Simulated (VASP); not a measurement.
The system is RbBr.

```
CELL_PARAMETERS angstrom
5.88999 0.00000 0.00000
-2.94499 5.10088 0.00000
0.00000 0.00000 6.86978
ATOMIC_POSITIONS crystal
Rb 0.33333 0.66667 0.25000
Rb 0.66667 0.33333 0.75000
Br 0.66667 0.33333 0.25000
Br 0.33333 0.66667 0.75000
```

Base run:

| Property | Result |
| --- | --- |
| Program | VASP 6.6.1 |
| Functional | PBE |
| Potentials or basis | VASP PAW PBE potentials, release 64 (Rb_sv, Br) |
| Cutoff | 520 eV |
| k mesh | 6 × 6 × 4 |
| Occupations | gaussian, width 0.01 eV |
| Spin | no spin polarisation |

Its results: band gap on the k mesh 4.06 eV, direct; pressure 0.3 GPa.

Question: The run is repeated on the same cell with these changes: functional from PBE to PBE-based screened hybrid; k mesh from 6 × 6 × 4 to 3 × 3 × 2. What comes out?

Answer: Band gap on the k mesh 4.59 eV, direct; pressure 0.3 GPa.

Several settings changed at once, so the effect can't be laid on one alone.

Caveats: some runs use coarse meshes; the PAW data sets were made with another functional, which shifts forces and pressure a little (some runs).

A k mesh can miss the band edges.
